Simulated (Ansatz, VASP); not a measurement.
One calculation of NbP, two programs

```xyz
4
Lattice="-1.6637 1.6637 5.7016 1.6637 -1.6637 5.7016 1.6637 1.6637 -5.7016" Properties=species:S:1:pos:R:3 pbc="T T T"
Nb    1.6637    0.0000    2.8494
Nb    0.0000    0.0000    5.7002
P     0.0000    1.6637    3.7944
P     0.0000    0.0000    0.9436
```

Change from the starting cell: volume scaled by 0.98.

Alike in both runs: task single point; functional LDA; k mesh 11 × 11 × 11; occupations fermi-dirac, width 0.05 eV; no spin polarisation.

|  | VASP | Ansatz |
| --- | --- | --- |
| version | VASP 6.6.1 | Ansatz 0.2.0 |
| potentials or method | VASP PAW LDA potentials, release 64 (Nb_sv, P), cutoff 520 eV | all-electron LAPW, scalar-relativistic |

```csv
,VASP,Ansatz,Ansatz less VASP
gap on the k mesh at the Fermi level (eV),none,none,-
pressure (GPa),-5.9,-5.7,+0.15
"traceless stress, the component that is largest in VASP (GPa)",-0.26,-0.25,+0.004
rms of the force components (eV/Å),0.013,0.013,-0.0001
```

LDA's correlation is that of Perdew and Zunger in VASP and of Perdew and Wang (1992) in Ansatz. Atom by atom the forces differ by 0.000 eV/Å (rms over components). A gap of «none» marks a metal or a gap that the smearing closes. Ansatz ran all-electron here, and VASP with PAW potentials.
